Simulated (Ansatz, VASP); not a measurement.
# One calculation of Ag, two programs

```xyz
1
Lattice="0.0000 2.0431 2.1963 2.0431 0.0000 2.1963 2.0431 2.0431 0.0000" Properties=species:S:1:pos:R:3 pbc="T T T"
Ag    0.0000    0.0000    0.0000
```

Change from the starting cell: strain +0.0750 x Voigt [0, 0, 1, 0, 0, 0], atoms carried along.

Alike in both runs: task single point; functional PBE; k mesh 10 × 10 × 10; occupations gaussian, width 0.15 eV; no spin polarisation.

|  | VASP | Ansatz |
| --- | --- | --- |
| version | VASP 6.6.1 | Ansatz 0.2.0 |
| potentials or method | VASP PAW PBE potentials, release 64 (Ag), cutoff 520 eV | scalar-relativistic, plane waves, PAW |
| valence electrons in the cell | 11 | 19 |

VASP gave:

| Property | Result |
| --- | --- |
| gap on the k mesh at the Fermi level (eV) | none |
| pressure (GPa) | -2.0 |
| traceless stress, the component that is largest in VASP (GPa) | -1.19 |

Task: Estimate Ansatz's values.

Result: gap on the k mesh at the Fermi level (eV): none; pressure (GPa): -1.9; traceless stress, the component that is largest in VASP (GPa): -1.19.

A gap of «none» marks a metal or a gap that the smearing closes. VASP's potentials hold 11 valence electrons a cell and Ansatz's 19, so a difference there can come from the potentials and not from the codes.
